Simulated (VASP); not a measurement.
Runs of VASP 6.6.1 on Ta. The structure is that of space group Im-3m (No. 229), or close to it. The cells are those of the table. 

```csv
task,cell,k mesh,cutoff (eV),smearing,gap on the mesh (eV),pressure (GPa),relaxed volume (Å³/atom)
single point,"a = 2.819 Å, angles 109.5°, 1 atom",26 × 26 × 26,520,fermi-dirac 0.15 eV,none,(b),-
single point,"a = 2.812 Å, angles 109.5°, 1 atom",8 × 8 × 8,520,gaussian 0.1 eV,none,1.0,-
relaxation of cell and atoms,"relaxed from a = 2.818 Å, angles 109.5°, 1 atom",26 × 26 × 26,600,fermi-dirac 0.15 eV,none,0.0,(a)
single point,"a = 2.818 Å, angles 109.5°, 1 atom",26 × 26 × 26,520,gaussian 0.1 eV,none,0.8,-
relaxation of cell and atoms,"relaxed from a = 2.812 Å, angles 109.5°, 1 atom",26 × 26 × 26,600,gaussian 0.1 eV,none,0.0,17.29
```

Alike in all rows: level LDA; potentials or basis VASP PAW LDA potentials, release 64 (Ta_pv); no spin polarisation.

Question: Estimate the missing entries.

Answer: (a) 17.32; (b) 0.9.

Caveats: spin-orbit coupling is left out, which moves the levels of the heavy elements.

A k mesh can miss the band edges, and the runs leave out spin-orbit coupling on Ta.

A gap of «none» marks levels without a gap at the run's occupations.
